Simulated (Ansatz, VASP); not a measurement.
**TiAl3 in VASP and in Ansatz**

The input INCAR:

```
PREC = Accurate ; ENCUT = 520
EDIFF = 1E-6 ; ISMEAR = -1
SIGMA = 0.05 ; LREAL = F
LASPH = T ; NELM = 100
ALGO = Fast ; ISIF = 2
LWAVE = F ; LCHARG = F
GGA = PS ; NBANDS = 18
```

File KPOINTS:

```
regular mesh
0
Gamma
  10 10 10
```

File POSCAR:

```
TiAl3
1.0
   -1.9485889690      1.9485889690      4.3646247916
    1.9485889690     -1.9485889690      4.3646247916
    1.9485889690      1.9485889690     -4.3646247916
Ti Al
1 3
Direct
    0.0000000000      0.0000000000      0.0000000000
    0.2500000000      0.7500000000      0.5000000000
    0.7500000000      0.2500000000      0.5000000000
    0.5000000000      0.5000000000      0.0000000000
```

input.yaml

```yaml
crystal:
  lattice:
    - [-1.948588969, 1.948588969, 4.3646247916]
    - [1.948588969, -1.948588969, 4.3646247916]
    - [1.948588969, 1.948588969, -4.3646247916]
  atoms:
    - { symbol: Ti, position: [0.0, 0.0, 0.0] }
    - { symbol: Al, position: [0.25, 0.75, 0.5] }
    - { symbol: Al, position: [0.75, 0.25, 0.5] }
    - { symbol: Al, position: [0.5, 0.5, 0.0] }
kpoints:
  mp_grid: { grid: [10, 10, 10] }
scf:
  occupations: { method: fermi_dirac, width: 0.05 }
hamiltonian:
  xc: pbesol
  pseudopotentials: { kind: all_electron, lapw: { basis_error: 0.002 } }
output:
  forces: true
  stress: true
  eigenvalues: true
```

Change from the starting cell: volume scaled by 1.06.

Alike in both runs: task single point; functional PBEsol; k mesh 10 × 10 × 10; occupations fermi-dirac, width 0.05 eV; no spin polarisation.

```csv
,VASP,Ansatz
version,VASP 6.6.1,Ansatz 0.2.0
potentials or method,"VASP PAW PBE potentials, release 64 (Ti_sv, Al), cutoff 520 eV","all-electron LAPW, scalar-relativistic"
```

```csv
,VASP,Ansatz,Ansatz less VASP
gap on the k mesh at the Fermi level (eV),none,none,-
pressure (GPa),-6.1,-6.2,-0.06
"traceless stress, the component that is largest in VASP (GPa)",0.15,0.17,+0.020
```

VASP's potentials were made for PBE, not for PBEsol. A gap of «none» marks a metal or a gap that the smearing closes. Ansatz ran all-electron here, and VASP with PAW potentials.
